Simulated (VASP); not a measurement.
# LiH12ClO6 in VASP: single point with PBEsol

Aim: the single point of LiH12ClO6 with PBEsol.

Program: VASP 6.6.1. These are calculated values, not measurements. Logs are shortened: lines on timing, memory, paths and dates and some standing lists are left out, and cuts for length are marked.

### Step 1. The cell of the first run

The cell holds a disordered packing, 20 atoms: a = 6.269 Å, b = 6.269 Å, c = 6.269 Å, α = 90.00°, β = 90.00°, γ = 90.00°.

### Step 2. Single point, PBEsol

INCAR

```
SYSTEM = LiH12ClO6
  PREC = Accurate
  ENCUT = 1000
  EDIFF = 1E-6
  ISMEAR = -1
  SIGMA = 0.05
  LREAL = Auto
  LASPH = .True.
  NELM = 120
  ALGO = Normal
  ISIF = 2
  LWAVE = .False.
  LCHARG = .True.
  GGA = PS
  LELF = .True.
  LVHAR = .True.
  NBANDS = 45
  GGA_COMPAT = .False.
```

KPOINTS

```
regular mesh
0
Gamma
  1 1 1
  0 0 0
```

POSCAR

```
LiH12ClO6
1.0
    6.2692210000      0.0000000000      0.0000000000
    0.0000000000      6.2692210000      0.0000000000
    0.0000000000      0.0000000000      6.2692210000
O H Li Cl
6 12 1 1
Direct
    0.7553272572      0.1055930511      0.6036573068
    0.2067869661      0.7883437157      0.5314688983
   -0.0000160456      0.9491917441      0.1830449804
    0.5009619982      0.2204678812      0.1901198861
    0.8691421012      0.4693482898      0.7591825301
    0.2236460025      0.2861974148      0.8706587876
    0.6759427478      0.0988190079      0.4685259906
    0.6880741386      0.0009820802      0.7024194735
    0.2417634626      0.9163022175      0.6127760429
    0.1239103502      0.8404406216      0.4058579855
    0.0980736995      0.9883448986      0.0679585569
   -0.1249100990      0.8866542152      0.1081573041
    0.6091257803      0.3267732602      0.1571935326
    0.5448255552      0.0873408567      0.1141881557
    0.7594299162      0.5745483090      0.8026327388
    0.8003776603      0.3380666345      0.6951677909
    0.0765194745      0.3129365493      0.9190891731
    0.3171118093      0.2800604850      0.9998921694
    0.1606093470      0.5352425883      0.6884036102
    0.5776327778      0.8051719794     -0.0544750132
```

Potentials or basis: VASP PAW PBE potentials, release 64 (O_h, H_h, Li_sv, Cl).

On the command line:

```
$ cat potpaw_PBE.64/O_h/POTCAR potpaw_PBE.64/H_h/POTCAR potpaw_PBE.64/Li_sv/POTCAR potpaw_PBE.64/Cl/POTCAR > POTCAR
$ mpirun -np 1 vasp_gam > vasp.out
```

OUTCAR:

```text
SYSTEM = LiH12ClO6
   PREC = Accurate
   ENCUT = 1000
   EDIFF = 1E-6
   ISMEAR = -1
   LREAL = Auto
   LASPH = .True.
   NELM = 120
   ISIF = 2
   GGA = PS

 ion  position               nearest neighbor table
   1  0.755  0.106  0.604-   7 0.98   8 1.00
   2  0.207  0.788  0.531-   9 0.98  10 1.00  19 1.89
   3  1.000  0.949  0.183-  11 0.98  12 0.99
   4  0.501  0.220  0.190-  13 0.97  14 1.00
   5  0.869  0.469  0.759-  15 0.99  16 1.01  19 1.93
   6  0.224  0.286  0.871-  17 0.99  18 1.00  19 1.97
   7  0.676  0.099  0.469-   1 0.98
   8  0.688  0.001  0.702-   1 1.00
   9  0.242  0.916  0.613-   2 0.98
  10  0.124  0.840  0.406-   2 1.00
  11  0.098  0.988  0.068-   3 0.98
  12  0.875  0.887  0.108-   3 0.99
  13  0.609  0.327  0.157-   4 0.97
  14  0.545  0.087  0.114-   4 1.00
  15  0.759  0.575  0.803-   5 0.99
  16  0.800  0.338  0.695-   5 1.01
  17  0.077  0.313  0.919-   6 0.99
  18  0.317  0.280  1.000-   6 1.00
  19  0.161  0.535  0.688-   2 1.89   5 1.93   6 1.97
  20  0.578  0.805  0.946-

  LATTYP: Found a simple cubic cell.
 ALAT       =     6.2692210000

  Lattice vectors:

 A1 = (   6.2692210000,   0.0000000000,   0.0000000000)
 A2 = (   0.0000000000,   6.2692210000,   0.0000000000)
 A3 = (   0.0000000000,   0.0000000000,   6.2692210000)

Analysis of symmetry for initial positions (statically):
=====================================================================
 Subroutine PRICEL returns:
 Original cell was already a primitive cell.

 Routine SETGRP: Setting up the symmetry group for a
 simple cubic supercell.

 Subroutine GETGRP returns: Found  1 space group operations
 (whereof  1 operations were pure point group operations)
 out of a pool of 48 trial point group operations.

The static configuration has the point symmetry C_1 .

Analysis of symmetry for dynamics (positions and initial velocities):
=====================================================================
 Subroutine PRICEL returns:
 Original cell was already a primitive cell.

 Routine SETGRP: Setting up the symmetry group for a
 simple cubic supercell.

 Subroutine GETGRP returns: Found  1 space group operations
 (whereof  1 operations were pure point group operations)
 out of a pool of 48 trial point group operations.

The dynamic configuration has the point symmetry C_1 .

[... 110 lines left out ...]
   EDIFF  = 0.1E-05   stopping-criterion for ELM
   LREAL  =      T    real-space projection
   EDIFFG = 0.1E-04   stopping-criterion for IOM
   NSW    =      0    number of steps for IOM
   IBRION =     -1    ionic relax: 0-MD 1-quasi-New 2-CG
   NFREE  =      0    steps in history (QN), initial steepest desc. (CG)
   ISIF   =      2    stress and relaxation
   ISYM   =      2    0-nonsym 1-usesym 2-fastsym
   POTIM  = 0.5000    time-step for ionic-motion
   TEBEG  =    0.0;   TEEND  =   0.0 temperature during run
   PSTRESS=    0.0 pullay stress
   NELECT =      58.0000    total number of electrons
   NUPDOWN=      -1.0000    fix difference up-down
   EMIN   =  10.00;   EMAX   =-10.00  energy-range for DOS
   EFERMI =   0.00;   METHOD = LEGACY
   ISMEAR =    -1;   SIGMA  =   0.05  broadening in eV -4-tet -1-fermi 0-gaus
   EFERMI_NEDOS =   21; number of points for ismear=-14 and -15
   IALGO  =     38    algorithm
   IMIX   =      4    mixing-type and parameters
     AMIX     =   0.40;   BMIX     =  1.00
     AMIX_MAG =   1.60;   BMIX_MAG =  1.00
  volume/ion in A,a.u.               =      12.32        83.14
  Fermi-wavevector in a.u.,A,eV,Ry     =   1.010812  1.910159 13.901641  1.021742
  Thomas-Fermi vector in A             =   2.143824
   LORBIT       =      0    0 simple, 1 ext, 2 COOP (PROOUT), +10 PAW based schemes
   GGA     = PS    functional components
   LHFCALC =     F    Hartree Fock is set to
   AEXX    =    0.0000 exact exchange contribution
   IVDW    =     0    specifies the selected vdW correction
   LEPSILON=     F    determine dielectric tensor
   LRPA    =     F    only Hartree local field effects (RPA)
 non-spin polarized calculation
  energy-cutoff  :     1000.00
  volume of cell :      246.40
 maximum number of plane-waves:      8887
 NGX is ok and might be reduce to    70
   NGX = 33   NGY = 33   NGZ = 33

 number of electron      58.0000003 magnetization

 Free energy of the ion-electron system (eV)
  ---------------------------------------------------
  ext. energy  EPLUGINS =         0.00000000
  ---------------------------------------------------
  free energy    TOTEN  =       -95.93273223 eV

  energy without entropy =      -95.93273223  energy(sigma->0) =      -95.93273223

 E-fermi :  -2.1676     XC(G=0):  -6.5329

 val. band max:       -3.3644136598   @ k =   0.0000   0.0000   0.0000
 cond. band min:       1.3694962930   @ k =   0.0000   0.0000   0.0000
 fundamental gap:      4.7339099528
 Fermi energy:        -2.1675584473

 k-point     1 :       0.0000    0.0000    0.0000
  band No.  band energies     occupation
      1     -45.3368      2.00000
      2     -22.2797      2.00000
      3     -21.8636      2.00000
      4     -21.7188      2.00000
      5     -21.5826      2.00000
      6     -21.4749      2.00000
[... 33 lines left out ...]
     40       7.1740      0.00000
     41       7.3401      0.00000
 [bands above 41 left out]

------------------------ aborting loop because EDIFF is reached ----------------------------------------

  FORCE on cell =-STRESS in cart. coord.  units (eV):
  Direction    XX          YY          ZZ          XY          YZ          ZX
  --------------------------------------------------------------------------------------
  -------------------------------------------------------------------------------------
  Total       -0.0046823     -0.6934996     -0.8281698     -0.1807519      0.3852381     -0.5369213
  in kB       -0.0304460     -4.5093723     -5.3850436     -1.1753106      2.5049500     -3.4912460
  external PRESSURE =      -3.3082873 kB  Pullay stress =       0.0000000 kB

 VOLUME and BASIS-vectors are now :
 -----------------------------------------------------------------------------
  energy-cutoff  :     1000.00
  volume of cell :      246.40
      direct lattice vectors                 reciprocal lattice vectors
     6.269221000  0.000000000  0.000000000     0.159509451  0.000000000  0.000000000
     0.000000000  6.269221000  0.000000000     0.000000000  0.159509451  0.000000000
     0.000000000  0.000000000  6.269221000     0.000000000  0.000000000  0.159509451

 POSITION                                       TOTAL-FORCE (eV/Angst)
 -----------------------------------------------------------------------------------
      4.73531      0.66199      3.78446        -0.190846      0.013876     -0.273671
      1.29639      4.94230      3.33190         0.001076      0.046559      0.037008
      6.26912      5.95069      1.14755         0.005644      0.000998     -0.237398
      3.14064      1.38216      1.19190        -0.050443     -0.087693      0.143265
      5.44884      2.94245      4.75948         0.101043     -0.020819      0.046963
      1.40209      1.79423      5.45835        -0.064408     -0.020178      0.053138
[... 12 lines left out ...]
      1.00690      3.35555      4.31575        -0.008357      0.048717     -0.034201
      3.62131      5.04780      5.92771        -0.011261      0.019177     -0.013611
 -----------------------------------------------------------------------------------
    total drift:                                0.000573      0.005573     -0.001463

  FREE ENERGIE OF THE ION-ELECTRON SYSTEM (eV)
  ---------------------------------------------------
  free  energy   TOTEN  =       -95.9327322341 eV

  energy  without entropy=      -95.9327322340  energy(sigma->0) =      -95.93273223
```

stdout:

```text
POSCAR found type information on POSCAR O H LiCl
 POSCAR found :  4 types and      20 ions
 scaLAPACK will be used
 -----------------------------------------------------------------------------
|                                                                             |
|                                                                             |
|     You enforced a specific xc type in the INCAR file but a different       |
|     I HOPE YOU KNOW WHAT YOU ARE DOING!                                     |
|                                                                             |
 -----------------------------------------------------------------------------

 LDA part: xc-table for (Slater+PW92), standard interpolation
 POSCAR, INCAR and KPOINTS ok, starting setup
 FFT: planning ... GRIDC
 FFT: planning ... GRID_SOFT
 FFT: planning ... GRID
 WAVECAR not read
 entering main loop
```

Run time: 36 s. Hardware: 1 thread of AMD EPYC 9R45 (Zen 5), shared host; peak memory 0.61 GiB.

What came out:

```
Free energy   : -95.9327 eV
Pressure      : -0.3 GPa
Largest force : 0.334 eV/Å
```

Forces in eV/Å, atoms in the order of the input:
```
O   -0.191  0.014 -0.274
O    0.001  0.047  0.037
O    0.006  0.001 -0.237
O   -0.050 -0.088  0.143
O    0.101 -0.021  0.047
O   -0.064 -0.020  0.053
H    0.057  0.094  0.225
H   -0.028  0.015 -0.004
H    0.022 -0.037 -0.007
H   -0.038  0.009 -0.028
H    0.008 -0.030  0.117
H    0.018  0.003  0.115
H    0.115  0.064 -0.053
H    0.035 -0.040 -0.041
H   -0.025  0.001  0.009
H   -0.043 -0.068 -0.021
H    0.049  0.013 -0.031
H    0.047 -0.026 -0.004
Li  -0.008  0.049 -0.034
Cl  -0.011  0.019 -0.014
```

Levels at points of the mesh, in eV from the Fermi level:
```csv
k point,band 25,band 26,band 27,band 28,band 29,band 30,band 31,band 32,band 33,band 34
"(0.00, 0.00, 0.00)",-1.75,-1.65,-1.41,-1.30,-1.20,3.54,6.22,6.88,7.22,7.50
```

Caveat: the k points lie up to 1.00 Å⁻¹ apart, too coarse for converged energies, forces and pressures; the PAW data sets were made with another functional, which shifts forces and pressure a little.
